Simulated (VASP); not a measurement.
# S (I4/mmm) in VASP: further runs

S is run at these levels: PBE+D3(BJ); tasks: single point.

Everything below comes from runs of VASP 6.6.1. Logs are shortened: lines on timing, memory, paths and dates and some standing lists are left out, and cuts for length are marked.

## 1. The cell of the first run

The structure is tetragonal, space group I4/mmm (No. 139). The conventional cell has a = 2.513 Å, b = 2.513 Å, c = 5.025 Å, α = 90.00°, β = 90.00°, γ = 90.00°. Within 3.3 Å of S (site symmetry 4/mmm) lie 12 S at 2.51 to 3.08 Å.

## 2. Single point, PBE+D3(BJ)

The input, INCAR:

```
SYSTEM = S
PREC = Accurate
ENCUT = 520
EDIFF = 1E-6
ISMEAR = 0
SIGMA = 0.15
LREAL = .False.
LASPH = .True.
NELM = 60
ALGO = Normal
ISIF = 2
LWAVE = .False.
LCHARG = .True.
GGA = PE
IVDW = 12
LELF = .True.
LVHAR = .True.
NBANDS = 9
```

The input, KPOINTS:

```
regular mesh
0
Gamma
  22 22 22
  0 0 0
```

The input, POSCAR:

```
S
1.0
    0.0000000000      1.7768536112      2.5124710063
    1.7768536112      0.0000000000      2.5124710063
    1.7768536112      1.7768536112      0.0000000000
S
1
Direct
    0.0000000000      0.0000000000      0.0000000000
```

Potentials or basis: VASP PAW PBE potentials, release 64 (S).

Started as:

```sh
> cat potpaw_PBE.64/S/POTCAR > POTCAR
> mpirun -np 1 vasp_std > vasp.out
```

OUTCAR:

```text
SYSTEM = S
   PREC = Accurate
   ENCUT = 520
   EDIFF = 1E-6
   ISMEAR = 0
   LREAL = .False.
   LASPH = .True.
   NELM = 60
   ISIF = 2
   GGA = PE
   IVDW = 12
 IVDW          = 12

 ion  position               nearest neighbor table
   1  0.000  0.000  0.000-

  LATTYP: Found a body centered tetragonal cell.
 ALAT       =     2.5128504753
 C/A-ratio  =     1.9996979772

  Lattice vectors:

 A1 = (  -1.7768536112,   0.0000000000,   2.5124710063)
 A2 = (   1.7768536112,   0.0000000000,   2.5124710063)
 A3 = (   0.0000000000,   1.7768536112,  -2.5124710063)

Analysis of symmetry for initial positions (statically):
=====================================================================
 Subroutine PRICEL returns:
 Original cell was already a primitive cell.

 Routine SETGRP: Setting up the symmetry group for a
 body centered tetragonal supercell.

 Subroutine GETGRP returns: Found 16 space group operations
 (whereof 16 operations were pure point group operations)
 out of a pool of 16 trial point group operations.

The static configuration has the point symmetry D_4h.

Analysis of symmetry for dynamics (positions and initial velocities):
=====================================================================
 Subroutine PRICEL returns:
 Original cell was already a primitive cell.

 Routine SETGRP: Setting up the symmetry group for a
 body centered tetragonal supercell.

 Subroutine GETGRP returns: Found 16 space group operations
 (whereof 16 operations were pure point group operations)
 out of a pool of 16 trial point group operations.

The dynamic configuration has the point symmetry D_4h.

 Subroutine INISYM returns: Found 16 space group operations
 (whereof 16 operations are pure point group operations),
 and found     1 'primitive' translations

----------------------------------------------------------------------------------------

                                     Primitive cell

  volume of cell :      15.8648

  direct lattice vectors                    reciprocal lattice vectors
     0.000000000  1.776853611  2.512471006    -0.281396282  0.281396282  0.199007272
     1.776853611  0.000000000  2.512471006     0.281396282 -0.281396282  0.199007272
     1.776853611  1.776853611  0.000000000     0.281396282  0.281396282 -0.199007272

  length of vectors
     3.077290905  3.077290905  2.512850475     0.444940029  0.444940029  0.444940029

  position of ions in fractional coordinates (direct lattice)
     0.000000000  0.000000000  0.000000000

  ion indices of the primitive-cell ions
   primitive index   ion index
                 1           1

----------------------------------------------------------------------------------------

 KPOINTS: regular mesh

Automatic generation of k-mesh.
 Grid dimensions read from file:
 generate k-points for:   22   22   22

 Generating k-lattice:

  Cartesian coordinates                     Fractional coordinates (reciprocal lattice)
    -0.012790740  0.012790740  0.009045785     0.045454545  0.000000000  0.000000000
     0.012790740 -0.012790740  0.009045785     0.000000000  0.045454545  0.000000000
     0.012790740  0.012790740 -0.009045785    -0.000000000 -0.000000000  0.045454545

  Length of vectors
     0.020224547  0.020224547  0.020224547

  Shift w.r.t. Gamma in fractional coordinates (k-lattice)
     0.000000000  0.000000000  0.000000000

 Subroutine IBZKPT returns following result:
 ===========================================

 Found    834 irreducible k-points:

 Following reciprocal coordinates:
            Coordinates               Weight
  0.000000  0.000000  0.000000      1.000000
  0.045455  0.000000  0.000000      8.000000
  0.090909  0.000000  0.000000      8.000000
  0.136364  0.000000  0.000000      8.000000
  0.181818  0.000000  0.000000      8.000000
  0.227273  0.000000  0.000000      8.000000
[... 16 lines left out ...]
  0.500000  0.045455  0.000000      8.000000
 -0.454545  0.045455  0.000000      8.000000
 [... further k-points ...]
   k-points           NKPTS =    834   k-points in BZ     NKDIM =    834   number of bands    NBANDS=      9
   number of dos      NEDOS =    301   number of ions     NIONS =      1
   total plane-waves  NPLWV =  11520
   dimension x,y,z NGX =    24 NGY =   24 NGZ =   20
   dimension x,y,z NGXF=    48 NGYF=   48 NGZF=   40
   ions per type =               1
   NGX,Y,Z   is equivalent  to a cutoff of  12.97, 12.97, 13.23 a.u.
   NGXF,Y,Z  is equivalent  to a cutoff of  25.93, 25.93, 26.46 a.u.
 SYSTEM =  S
   PREC   = accura    normal or accurate (medium, high low for compatibility)
   ISTART =      0    job   : 0-new  1-cont  2-samecut
   ICHARG =      2    charge: 1-file 2-atom 10-const
   ISPIN  =      1    spin polarized calculation?
   LNONCOLLINEAR =      F non collinear calculations
   LSORBIT =      F    spin-orbit coupling
   LASPH  =      T    aspherical Exc in radial PAW
   ENCUT  =  520.0 eV  38.22 Ry    6.18 a.u.   5.72  5.72  4.67*2*pi/ulx,y,z
   NELM   =     60;   NELMIN=  2; NELMDL= -5     # of ELM steps
   EDIFF  = 0.1E-05   stopping-criterion for ELM
   LREAL  =      F    real-space projection
   EDIFFG = 0.1E-04   stopping-criterion for IOM
   NSW    =      0    number of steps for IOM
   IBRION =     -1    ionic relax: 0-MD 1-quasi-New 2-CG
   NFREE  =      0    steps in history (QN), initial steepest desc. (CG)
   ISIF   =      2    stress and relaxation
   ISYM   =      2    0-nonsym 1-usesym 2-fastsym
   POTIM  = 0.5000    time-step for ionic-motion
   TEBEG  =    0.0;   TEEND  =   0.0 temperature during run
   PSTRESS=    0.0 pullay stress
   NELECT =       6.0000    total number of electrons
   NUPDOWN=      -1.0000    fix difference up-down
   EMIN   =  10.00;   EMAX   =-10.00  energy-range for DOS
   EFERMI =   0.00;   METHOD = LEGACY
   ISMEAR =     0;   SIGMA  =   0.15  broadening in eV -4-tet -1-fermi 0-gaus
   EFERMI_NEDOS =   21; number of points for ismear=-14 and -15
   IALGO  =     38    algorithm
   IMIX   =      4    mixing-type and parameters
     AMIX     =   0.40;   BMIX     =  1.00
     AMIX_MAG =   1.60;   BMIX_MAG =  1.00
  volume/ion in A,a.u.               =      15.86       107.06
  Fermi-wavevector in a.u.,A,eV,Ry     =   1.183897  2.237240 19.070080  1.401611
  Thomas-Fermi vector in A             =   2.320122
   LORBIT       =      0    0 simple, 1 ext, 2 COOP (PROOUT), +10 PAW based schemes
   GGA     = PE    functional components
   LHFCALC =     F    Hartree Fock is set to
   AEXX    =    0.0000 exact exchange contribution
   IVDW    =    12    specifies the selected vdW correction
   LEPSILON=     F    determine dielectric tensor
   LRPA    =     F    only Hartree local field effects (RPA)
 non-spin polarized calculation
 Gauss-broadening in eV      SIGMA  =   0.15
  energy-cutoff  :      520.00
  volume of cell :       15.86
 maximum number of plane-waves:       442
   NGX = 11   NGY = 11   NGZ =  9

 number of electron       6.0000000 magnetization

 Free energy of the ion-electron system (eV)
  ---------------------------------------------------
  ext. energy  EPLUGINS =         0.00000000
  ---------------------------------------------------
  free energy    TOTEN  =        -3.13439172 eV

  energy without entropy =       -3.12379934  energy(sigma->0) =       -3.12909553

 E-fermi :   7.3419     XC(G=0): -11.0922

 val. band max:        7.3383305099   @ k =  -0.4091  -0.0000   0.2273
 cond. band min:       7.3444223756   @ k =  -0.2727   0.1364   0.3636
 fundamental gap:      0.0060918658
 Fermi energy:         7.3419419795

 k-point     1 :       0.0000    0.0000    0.0000
  band No.  band energies     occupation
      1      -9.4918      2.00000
      2       8.4835      0.00000
      3      11.2918      0.00000
      4      11.2918      0.00000
      5      16.8181      0.00000
      6      17.2297      0.00000
      7      22.5404      0.00000
      8      22.5583      0.00000
      9      22.5583      0.00000

 k-point     2 :       0.0455    0.0000    0.0000
  band No.  band energies     occupation
      1      -9.4406      2.00000
      2       8.4177      0.00000
      3      10.9220      0.00000
      4      11.3045      0.00000
      5      16.9111      0.00000
      6      17.4958      0.00000
      7      22.0506      0.00000
      8      22.6254      0.00000
      9      22.6918      0.00000

 k-point     3 :       0.0909    0.0000    0.0000
  band No.  band energies     occupation
      1      -9.2876      2.00000
      2       8.2248      0.00000
      3      10.0042      0.00000
      4      11.3425      0.00000
      5      17.1323      0.00000
      6      18.1041      0.00000
      7      21.0511      0.00000
      8      22.8234      0.00000
      9      23.1607      0.00000

 k-point     4 :       0.1364    0.0000    0.0000
  band No.  band energies     occupation
      1      -9.0343      2.00000
      2       7.8726      0.00000
      3       8.8820      0.00000
      4      11.4053      0.00000
      5      17.2825      0.00000
      6      18.7373      0.00000
      7      20.2518      0.00000
      8      23.1402      0.00000
      9      23.9578      0.00000

 k-point     5 :       0.1818    0.0000    0.0000
  band No.  band energies     occupation
      1      -8.6837      2.00000
      2       7.0563      1.99291
      3       8.0649      0.00000
      4      11.4918      0.00000
      5      17.0209      0.00000
      6      19.0799      0.00000
      7      20.3217      0.00000
      8      23.5464      0.00000
      9      25.0237      0.00000

 k-point     6 :       0.2273    0.0000    0.0000
  band No.  band energies     occupation
      1      -8.2407      2.00000
      2       5.7805      2.00000
      3       7.6681      0.00210
      4      11.5988      0.00000
      5      16.3511      0.00000
      6      19.2768      0.00000
      7      21.1395      0.00000
      8      23.9590      0.00000
      9      26.2132      0.00000
[... 169 lines left out ...]
 k-point    21 :       0.4091    0.0455    0.0000
  band No.  band energies     occupation
      1      -6.2351      2.00000
      2       1.5776      2.00000
      3       6.4495      2.00000
      4      11.8591      0.00000
      5      14.6546      0.00000
      6      19.7826      0.00000
      7      23.2831      0.00000
      8      26.2555      0.00000
      9      27.5514      0.00000

 k-point    22 :       0.4545    0.0455    0.0000
  band No.  band energies     occupation
      1      -5.6371      2.00000
      2       0.6047      2.00000
      3       6.4191      2.00000
      4      11.9958      0.00000
      5      14.2505      0.00000
      6      20.0163      0.00000
      7      22.8245      0.00000
      8      26.9255      0.00000
      9      28.0375      0.00000

 k-point    23 :       0.5000    0.0455    0.0000
  band No.  band energies     occupation
      1      -5.2147      2.00000
      2      -0.0286      2.00000
      3       6.4611      2.00000
      4      12.1051      0.00000
      5      13.9863      0.00000
      6      20.2120      0.00000
      7      22.5247      0.00000
      8      26.8076      0.00000
      9      28.2567      0.00000

 k-point    24 :      -0.4545    0.0455    0.0000
  band No.  band energies     occupation
      1      -5.1476      2.00000
      2      -0.1379      2.00000
      3       6.5688      2.00000
      4      12.1724      0.00000
      5      13.8721      0.00000
      6      20.3331      0.00000
      7      22.4165      0.00000
      8      26.5203      0.00000
      9      28.1132      0.00000

 [... further k-points ...]

------------------------ aborting loop because EDIFF is reached ----------------------------------------

 Edisp (eV)   -0.38475

 E8    (eV) :    -0.1384

  FORCE on cell =-STRESS in cart. coord.  units (eV):
  Direction    XX          YY          ZZ          XY          YZ          ZX
  --------------------------------------------------------------------------------------
  -------------------------------------------------------------------------------------
  Total      -0.94779    -0.94779     1.18426     0.00000    -0.00000     0.00000
  in kB     -95.71722   -95.71722   119.59824     0.00000    -0.00000     0.00000
  external pressure =      -23.95 kB  Pullay stress =        0.00 kB

 VOLUME and BASIS-vectors are now :
 -----------------------------------------------------------------------------
  energy-cutoff  :      520.00
  volume of cell :       15.86
      direct lattice vectors                 reciprocal lattice vectors
     0.000000000  1.776853611  2.512471006    -0.281396282  0.281396282  0.199007272
     1.776853611  0.000000000  2.512471006     0.281396282 -0.281396282  0.199007272
     1.776853611  1.776853611  0.000000000     0.281396282  0.281396282 -0.199007272

 POSITION                                       TOTAL-FORCE (eV/Angst)
 -----------------------------------------------------------------------------------
      0.00000      0.00000      0.00000         0.000000     -0.000000      0.000000
 -----------------------------------------------------------------------------------
    total drift:                                0.000000     -0.000000     -0.000000

  FREE ENERGIE OF THE ION-ELECTRON SYSTEM (eV)
  ---------------------------------------------------
  free  energy   TOTEN  =        -3.5191384945 eV

  energy  without entropy=       -3.5085461164  energy(sigma->0) =       -3.51384231
```

Wall time 41 s (1 thread of Intel Xeon Platinum 8488C (Sapphire Rapids), shared host); peak memory 0.22 GiB.

Results:

* Free energy: -3.5191 eV
* Pressure: -2.4 GPa
* Band gap on the k mesh: zero (bands 3 and 4 overlap by 6.90 eV)
* Dispersion energy per atom: -0.385 eV

Levels at points of the mesh, in eV from the Fermi level:
```csv
k point,band 1,band 2,band 3,band 4,band 5,band 6
"(0.00, 0.00, 0.00)",-16.83,1.14,3.95,3.95,9.48,9.89
"(0.50, 0.00, 0.00)",-12.48,-7.54,-0.61,4.83,6.28,13.02
"(0.50, 0.50, 0.00)",-14.19,-7.25,2.46,2.46,7.76,9.73
"(0.50, 0.00, 0.50)",-9.13,-5.59,-3.49,0.25,4.17,6.32
```

Caveat: the stress differs along the axes, from -10 to 12 GPa.

(Continued in part 2 of 2.)
